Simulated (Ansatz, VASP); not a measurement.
## One calculation of Ru, two programs

INCAR

```
PREC = Accurate ; ENCUT = 520
EDIFF = 1E-7 ; ISMEAR = -1
SIGMA = 0.05 ; LREAL = False
LASPH = True ; NELM = 100
ALGO = Normal ; ISIF = 2
LWAVE = False ; LCHARG = False
LDIPOL = True ; IDIPOL = 3
DIPOL = 0.5 0.5 0.500 ; GGA = PE
NBANDS = 58
```

The input KPOINTS:

```
Automatic mesh
0
Gamma
  11 11 1
```

POSCAR

```
Ru
1.0
    2.7057993342      0.0000000000      0.0000000000
   -1.3528996671      2.3432909610      0.0000000000
    0.0000000000      0.0000000000     27.8457000000
Ru
7
Direct
    0.6666666667      0.3333333334      0.2693414064
    0.3333333333      0.6666666666      0.3462276043
    0.6666666667      0.3333333334      0.4231138021
    0.3333333333      0.6666666666      0.5000000000
    0.6666666667      0.3333333334      0.5768861979
    0.3333333333      0.6666666666      0.6537723957
    0.6666666667      0.3333333334      0.7306585936
```

input.yaml

```yaml
crystal:
  lattice:
    - [2.7057993342, 0.0, 0.0]
    - [-1.3528996671, 2.343290961, 0.0]
    - [0.0, 0.0, 27.8457]
  atoms:
    - { symbol: Ru, position: [0.6666666667, 0.3333333334, 0.2693414064] }
    - { symbol: Ru, position: [0.3333333333, 0.6666666666, 0.3462276043] }
    - { symbol: Ru, position: [0.6666666667, 0.3333333334, 0.4231138021] }
    - { symbol: Ru, position: [0.3333333333, 0.6666666666, 0.5] }
    - { symbol: Ru, position: [0.6666666667, 0.3333333334, 0.5768861979] }
    - { symbol: Ru, position: [0.3333333333, 0.6666666666, 0.6537723957] }
    - { symbol: Ru, position: [0.6666666667, 0.3333333334, 0.7306585936] }
hamiltonian:
  xc: pbe
  pseudopotentials: { kind: paw }
kpoints:
  mp_grid: { grid: [11, 11, 1] }
scf:
  occupations: { method: fermi_dirac, width: 0.05 }
output:
  forces: true
  eigenvalues: true
efield:
  axis: 3
  dipole_correction: true
  ramp_width: 0.04
```

Alike in both runs: task single point; functional PBE; k mesh 11 × 11 × 1; occupations fermi-dirac, width 0.05 eV; no spin polarisation.

|  | VASP | Ansatz |
| --- | --- | --- |
| version | VASP 6.6.1 | Ansatz 0.2.0 |
| potentials or method | VASP PAW PBE potentials, release 64 (Ru_pv) | Ansatz PAW |
| plane-wave cutoff (eV) | 520 | 420 |
| valence electrons in the cell | 98 | 112 |

|  | VASP | Ansatz | Ansatz less VASP |
| --- | --- | --- | --- |
| gap on the k mesh at the Fermi level (eV) | none | none | - |
| rms of the force components (eV/Å) | 0.298 | 0.300 | +0.0014 |

Atom by atom the forces differ by 0.002 eV/Å (rms over components). A gap of «none» marks a metal or a gap that the smearing closes. The functional is the same, so the differences come from potentials, cutoffs and numerics. VASP's potentials hold 98 valence electrons a cell and Ansatz's 112, so a difference there can come from the potentials and not from the codes.
